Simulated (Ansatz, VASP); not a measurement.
BN: VASP beside Ansatz

File INCAR:

```
SYSTEM = BN
PREC     = Accurate       ! precision mode
ENCUT    = 520            ! plane-wave cutoff, eV
EDIFF    = 1E-6           ! SCF threshold, eV
ISMEAR   = -1             ! smearing method
SIGMA    = 0.03           ! smearing width, eV
LREAL    = .False.        ! projectors in reciprocal space
LASPH    = .True.         ! aspherical terms in the spheres
NELM     = 60             ! most SCF steps
ALGO     = Normal         ! electronic algorithm
ISIF     = 2              ! what is computed and relaxed
LWAVE    = .False.        ! write WAVECAR
LCHARG   = .False.        ! write CHGCAR
GGA      = PE             ! functional
NBANDS   = 11             ! bands
```

Contents of KPOINTS:

```
regular mesh
0
Gamma
  16 16 16
  0 0 0
```

The input POSCAR:

```
BN
1.0
    0.0000000000      1.8001893609      1.8001893609
    1.8001893609      0.0000000000      1.8001893609
    1.8001893609      1.8001893609      0.0000000000
B N
1 1
Direct
    0.0000000000      0.0000000000      0.0000000000
    0.2500000000      0.2500000000      0.2500000000
```

Input for Ansatz:

```yaml
crystal:
  lattice:
    - [0.0, 1.8001893609, 1.8001893609]
    - [1.8001893609, 0.0, 1.8001893609]
    - [1.8001893609, 1.8001893609, 0.0]
  atoms:
    - { symbol: B, position: [0.0, 0.0, 0.0] }
    - { symbol: "N", position: [0.25, 0.25, 0.25] }
kpoints:
  mp_grid: { grid: [16, 16, 16] }
scf:
  occupations: { method: fermi_dirac, width: 0.03 }
hamiltonian:
  xc: pbe
  pseudopotentials: { kind: all_electron, lapw: { basis_error: 0.00025 } }
output:
  forces: true
  stress: true
  eigenvalues: true
```

Change from the starting cell: volume scaled by 0.98.

Alike in both runs: task single point; functional PBE; k mesh 16 × 16 × 16; occupations fermi-dirac, width 0.03 eV; no spin polarisation.

```csv
,VASP,Ansatz
version,VASP 6.6.1,Ansatz 0.2.0
potentials or method,"VASP PAW PBE potentials, release 64 (B, N), cutoff 520 eV","all-electron LAPW, scalar-relativistic"
```

Ansatz gave:

- gap on the k mesh at the Fermi level (eV): 4.48
- pressure (GPa): 7.8

Q: Which values does VASP return?

A: gap on the k mesh at the Fermi level (eV): 4.47; pressure (GPa): 8.1.

Ansatz ran all-electron here, and VASP with PAW potentials.
